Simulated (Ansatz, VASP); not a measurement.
InSe: VASP beside Ansatz

File INCAR:

```
SYSTEM = InSe
  ALGO = Normal
  EDIFF = 1E-6
  ENCUT = 520
  GGA = PE
  ISIF = 2
  ISMEAR = 0
  LASPH = .True.
  LCHARG = .True.
  LELF = .True.
  LREAL = .False.
  LVHAR = .True.
  LWAVE = .False.
  NBANDS = 27
  NELM = 100
  PREC = Accurate
  SIGMA = 0.1
```

File KPOINTS:

```
k-points
0
Gamma
  12 12 12
  0 0 0
```

The input POSCAR:

```
InSe
1.0
    2.0637986082      1.1915346820      7.3115680541
   -2.0637986082      1.1915346820      7.3115680541
    0.0000000000     -2.3830693639      7.3115680541
In Se
2 2
Direct
    0.5000000000      0.5000000000      0.5000000000
    0.0000000000      0.0000000000      0.0000000000
    0.7624503278      0.7624503278      0.7624503278
    0.2375496722      0.2375496722      0.2375496722
```

Input for Ansatz:

```yaml
crystal:
  lattice:
    - [2.0637986082, 1.191534682, 7.3115680541]
    - [-2.0637986082, 1.191534682, 7.3115680541]
    - [0.0, -2.3830693639, 7.3115680541]
  atoms:
    - { symbol: In, position: [0.5, 0.5, 0.5] }
    - { symbol: In, position: [0.0, 0.0, 0.0] }
    - { symbol: Se, position: [0.7624503278, 0.7624503278, 0.7624503278] }
    - { symbol: Se, position: [0.2375496722, 0.2375496722, 0.2375496722] }
basis:
  ecutwfc: 420
kpoints:
  mp_grid: { grid: [12, 12, 12] }
  band_path:
    path:
      - [[0.0, 0.0, 0.0], [0.5, 0.5, 0.5], [0.81562812, 0.18437188, 0.5]]
      - [[0.5, -0.18437188, 0.18437188], [0.5, 0.0, 0.0], [0.0, 0.0, 0.0], [0.34218594, -0.34218594, 0.0]]
      - [[0.65781406, 0.0, 0.34218594], [0.5, 0.0, 0.5], [0.0, 0.0, 0.0]]
    npoints: 14
hamiltonian:
  xc: pbe
scf:
  occupations: { method: gaussian, width: 0.1 }
  n_extra_bands: 10
output:
  forces: true
  stress: true
  eigenvalues: true
  populations: true
  dos: { projected: true, de: 0.02, nscf_kmesh: { grid: [15, 15, 15] } }
  bader: true
  write_density: true
  write_potential: true
  elf: true
  volumetric_format: npy
```

Alike in both runs: task single point; functional PBE; k mesh 12 × 12 × 12; occupations gaussian, width 0.1 eV; no spin polarisation.

|  | VASP | Ansatz |
| --- | --- | --- |
| version | VASP 6.6.1 | Ansatz 0.2.0 |
| potentials or method | VASP PAW PBE potentials, release 64 (In_d, Se), cutoff 520 eV | scalar-relativistic, plane waves, PAW |
| valence electrons in the cell | 38 | 58 |

VASP gave:

| Property | Result |
| --- | --- |
| gap on the k mesh at the Fermi level (eV) | none |
| pressure (GPa) | 0.0 |
| rms of the force components (eV/Å) | 0.005 |

**Question.** Which values does Ansatz return?

**Answer.** gap on the k mesh at the Fermi level (eV): none; pressure (GPa): 0.0; rms of the force components (eV/Å): 0.003.

Atom by atom the forces differ by 0.002 eV/Å (rms over components). A gap of «none» marks a metal or a gap that the smearing closes. With one functional, cell and mesh, what is left measures potentials, basis and numerics. VASP's potentials hold 38 valence electrons a cell and Ansatz's 58, so a difference there can come from the potentials and not from the codes.
